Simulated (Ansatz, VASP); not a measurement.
SiO2 in VASP and in Ansatz

```
Si O
1.0
     4.22990    0.00000    0.00000
     0.00000    4.22990    0.00000
     0.00000    0.00000    2.98070
Si O
2 4
Direct
  0.50000 0.50000 0.50000
  0.00000 0.00000 0.00000
  0.69443 0.69443 0.00000
  0.19443 0.80557 0.50000
  0.30557 0.30557 0.00000
  0.80557 0.19443 0.50000
```

Alike in both runs: task single point; functional LDA; k mesh 6 × 6 × 8; occupations gaussian, width 0.05 eV; no spin polarisation.

```csv
,VASP,Ansatz
version,VASP 6.6.1,Ansatz 0.2.0
potentials or method,"VASP PAW LDA potentials, release 64 (Si, O), cutoff 520 eV","scalar-relativistic, plane waves, PAW"
valence electrons in the cell,32,32
```

|  | VASP | Ansatz | Ansatz less VASP |
| --- | --- | --- | --- |
| gap on the k mesh at the Fermi level (eV) | 2.98 | 2.98 | +0.001 |
| least direct gap on the mesh (eV) | 2.98 | 2.98 | +0.001 |
| rms of the force components (eV/Å) | 0.068 | 0.070 | +0.0014 |

Ansatz warns that its potentials were made for another functional, while VASP's fit it. LDA's correlation is that of Perdew and Zunger in VASP and of Perdew and Wang (1992) in Ansatz. Atom by atom the forces differ by 0.001 eV/Å (rms over components).
